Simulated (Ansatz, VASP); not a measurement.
One calculation of CsH, two programs

Contents of POSCAR:

```
CsH
1.0
    0.1793250000      3.1880000000      3.1880000000
    3.1880000000      0.1793250000      3.1880000000
    3.3673250000      3.3673250000      0.0000000000
Cs H
1 1
Direct
    0.0000000000      0.0000000000      0.0000000000
    0.5000000000      0.5000000000      0.5000000000
```

Contents of INCAR.step1:

```
  ALGO = Normal
  EDIFF = 1E-4
  ENCUT = 520
  GGA = PE
  ISMEAR = 0
  LASPH = True
  LCHARG = False
  LREAL = False
  LWAVE = True
  NBANDS = 12
  NELM = 100
  PREC = Accurate
  SIGMA = 0.05
```

File INCAR.step2:

```
  ALGO = Normal
  EDIFF = 1E-6
  ENCUT = 520
  ISIF = 2
  ISMEAR = 0
  ISTART = 1
  LASPH = True
  LCHARG = False
  LMIXTAU = True
  LREAL = False
  LWAVE = False
  METAGGA = R2SCAN
  NBANDS = 12
  NELM = 100
  PREC = Accurate
  SIGMA = 0.05
```

Contents of KPOINTS:

```
k-points
0
Gamma
  6 6 6
```

Input for Ansatz:

```yaml
crystal:
  lattice:
    - [0.179325, 3.188, 3.188]
    - [3.188, 0.179325, 3.188]
    - [3.367325, 3.367325, 0.0]
  atoms:
    - { symbol: Cs, position: [0.0, 0.0, 0.0] }
    - { symbol: H, position: [0.5, 0.5, 0.5] }
basis:
  ecutwfc: 500
kpoints:
  mp_grid: { grid: [6, 6, 6] }
hamiltonian:
  xc: r2scan
scf:
  occupations: { method: gaussian, width: 0.05 }
output:
  forces: true
  stress: true
  eigenvalues: true
```

Change from the starting cell: strain +0.1125 x Voigt [0, 0, 0, 0, 0, 1], atoms carried along.

Alike in both runs: task single point; functional r2SCAN; k mesh 6 × 6 × 6; occupations gaussian, width 0.05 eV; no spin polarisation.

```csv
,VASP,Ansatz
version,VASP 6.6.1,Ansatz 0.2.0
potentials or method,"VASP PAW PBE potentials, release 64 (Cs_sv, H), cutoff 520 eV","scalar-relativistic, plane waves, PAW"
valence electrons in the cell,10,10
```

VASP gave:

```
gap on the k mesh at the Fermi level (eV)                     : 2.63
least direct gap on the mesh (eV)                             : 2.64
pressure (GPa)                                                : 0.0
traceless stress, the component that is largest in VASP (GPa) : -0.55
```

Estimate Ansatz's values.

gap on the k mesh at the Fermi level (eV): 2.65; least direct gap on the mesh (eV): 2.66; pressure (GPa): 0.0; traceless stress, the component that is largest in VASP (GPa): -0.55.

VASP's potentials were made for PBE, not for r2SCAN.

Spin-orbit coupling is off throughout.
